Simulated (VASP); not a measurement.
A run of VASP 6.6.1 is set up as follows.

File POSCAR:

```
MoS
1.0
    3.3928908462      0.0000000000      0.0000000000
    0.0000000000      3.3928908462      0.0000000000
    0.0000000000      0.0000000000      3.3928908462
Mo S
1 1
Direct
    0.0000000000      0.0000000000      0.0000000000
    0.5000000000      0.5000000000      0.5000000000
```

File INCAR.step1:

```
PREC     = Accurate       # precision mode
ENCUT    = 520            # plane-wave cutoff, eV
ISMEAR   = 0              # smearing method
SIGMA    = 0.1            # smearing width, eV
LREAL    = False          # projectors in reciprocal space
LASPH    = True           # aspherical terms in the spheres
NELM     = 150            # most SCF steps
ISPIN    = 2              # spin polarisation
MAGMOM   = 0.5 0          # initial moments
LMAXMIX  = 4              # l up to which the mixer works
LDAU     = True           # DFT+U
LDAUTYPE = 2            
LDAUL    = 2 -1           # shell
LDAUU    = 4.38 0         # U, eV
LDAUJ    = 0 0          
NBANDS   = 21             # bands
GGA      = PE             # functional
ALGO     = Normal         # electronic algorithm
EDIFF    = 1E-4           # SCF threshold, eV
LWAVE    = True           # write WAVECAR
LCHARG   = False          # write CHGCAR
```

Contents of INCAR.step2:

```
PREC     = Accurate       # precision mode
ENCUT    = 520            # plane-wave cutoff, eV
EDIFF    = 1E-6           # SCF threshold, eV
ISMEAR   = 0              # smearing method
SIGMA    = 0.1            # smearing width, eV
LREAL    = False          # projectors in reciprocal space
LASPH    = True           # aspherical terms in the spheres
NELM     = 150            # most SCF steps
ALGO     = Normal         # electronic algorithm
ISIF     = 2              # what is computed and relaxed
LWAVE    = False          # write WAVECAR
LCHARG   = False          # write CHGCAR
ISPIN    = 2              # spin polarisation
MAGMOM   = 0.5 0          # initial moments
LORBIT   = 11             # projections on sites
LMAXMIX  = 4              # l up to which the mixer works
LDAU     = True           # DFT+U
LDAUTYPE = 2            
LDAUL    = 2 -1           # shell
LDAUU    = 4.38 0         # U, eV
LDAUJ    = 0 0          
LDAUPRINT= 1            
METAGGA  = R2SCAN         # meta-GGA
LMIXTAU  = True         
NBANDS   = 21             # bands
ISTART   = 1
```

The input KPOINTS:

```
regular mesh
0
Gamma
  12 12 12
```

Potentials or basis: VASP PAW PBE potentials, release 64 (Mo_sv, S).

Command:

```console
$ cat potpaw_PBE.64/Mo_sv/POTCAR potpaw_PBE.64/S/POTCAR > POTCAR
$ cp INCAR.step1 INCAR
$ mpirun -np 1 vasp_std > vasp.out
$ cp INCAR.step2 INCAR
$ mpirun -np 1 vasp_std > vasp.out
```

Question: What does it give for the pressure?

Answer: -2.8 GPa.

Question: Predict the net moment.

Answer: 4.00 μB per cell.

Eigenvalues of the final occupation matrices:
| site | spin | trace | eigenvalues |
| --- | --- | --- | --- |
| site 1 d | 1 | 3.84 | 0.72 0.72 0.72 0.84 0.84 |
| site 1 d | 2 | 0.14 | 0.01 0.01 0.04 0.04 0.04 |

Caveat: the PAW data sets were made with another functional, which shifts forces and pressure a little. The state reached can hang on the start; a lower one may exist.
